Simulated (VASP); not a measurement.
Set up this calculation in VASP 6.6.1, as the native input.

* Task: single point
* Functional: PBE
* Potentials or basis: VASP PAW PBE potentials, release 64 (Hf_pv, O)
* Cutoff: 520 eV
* k mesh: 6 × 6 × 6
* Occupations: fermi-dirac, width 0.02 eV
* Spin: no spin polarisation
* Dipole correction: no
* Further INCAR settings: ALGO = Normal; EDIFF = 1e-07; NBANDS = 56

The structure of HfO2 lies in POSCAR:

```
HfO2
1.0
    5.2465062900      0.0000000000      0.0000000000
    0.0000000000      5.0303689240      0.0000000000
    0.0000000000      0.0000000000      5.0592990150
Hf O
4 8
Direct
    0.0325089808      0.2670184293      0.2410876055
    0.4674910192      0.2670184293      0.7410876055
    0.5325089808      0.7329815707      0.2410876055
    0.9674910192      0.7329815707      0.7410876055
    0.3670347797      0.0700141024      0.3807674676
    0.1329652203      0.0700141024      0.8807674676
    0.7321736821      0.4610933070      0.4911449269
    0.7678263179      0.4610933070      0.9911449269
    0.2678263179      0.5389066930      0.9911449269
    0.2321736821      0.5389066930      0.4911449269
    0.8670347797      0.9299858976      0.3807674676
    0.6329652203      0.9299858976      0.8807674676
```

One way to write it, as run:

INCAR

```
SYSTEM = HfO2
PREC = Accurate
ENCUT = 520
EDIFF = 1E-7
ISMEAR = -1
SIGMA = 0.02
LREAL = .False.
LASPH = .True.
NELM = 60
ALGO = Normal
ISIF = 2
LWAVE = .False.
LCHARG = .True.
GGA = PE
LELF = .True.
LVHAR = .True.
NBANDS = 56
```

KPOINTS

```
regular mesh
0
Gamma
  6 6 6
  0 0 0
```

Potentials or basis: VASP PAW PBE potentials, release 64 (Hf_pv, O).

The run is started by

```console
$ cat potpaw_PBE.64/Hf_pv/POTCAR potpaw_PBE.64/O/POTCAR > POTCAR
$ mpirun -np 1 vasp_std > vasp.out
```

It gave:

```json
{
 "Pressure": "2.5 GPa",
 "Largest force": "0.037 eV/Å",
 "Band gap on the k mesh": "4.39 eV (least direct gap 4.62 eV)"
}
```

Caveat: spin-orbit coupling is left out, which moves the levels of the heavy elements.

It took 12 min on 1 thread of AMD EPYC 7R43 64-Core Processor (Zen 3) (shared host), peak memory 0.42 GiB.
